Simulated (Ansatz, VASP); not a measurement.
## K2Be2Pt in VASP and in Ansatz

```
CELL_PARAMETERS angstrom
4.53950 0.00000 0.00000
0.00000 4.53950 0.00000
0.00000 0.00000 6.53211
ATOMIC_POSITIONS crystal
K 0.00000 0.00000 0.73410
K 0.00000 0.00000 0.26590
Be 0.50000 0.50000 0.83241
Be 0.50000 0.50000 0.16759
Pt 0.50000 0.50000 0.50000
```

Alike in both runs: functional PBE; k mesh 4 × 4 × 2; occupations gaussian, width 0.1 eV; no spin polarisation.

Ansatz relaxed the structure, and its values are those at the end. VASP's run is a single point on that final structure, the one shown.

```csv
,VASP,Ansatz
version,VASP 6.6.1,Ansatz 0.2.0
potentials or method,"VASP PAW PBE potentials, release 64 (K_sv, Be, Pt), cutoff 520 eV","scalar-relativistic, plane waves, PAW"
valence electrons in the cell,32,40
```

```tsv
	VASP	Ansatz	Ansatz less VASP
gap on the k mesh at the Fermi level (eV)	none	none	-
pressure (GPa)	0.1	0.1	-0.04
rms of the force components (eV/Å)	0.006	0.014	+0.0081
```

A gap of «none» marks a metal or a gap that the smearing closes. VASP's potentials hold 32 valence electrons a cell and Ansatz's 40, so a difference there can come from the potentials and not from the codes.

The k mesh is coarse, so the values compare programs but aren't converged. Spin-orbit coupling is off throughout.
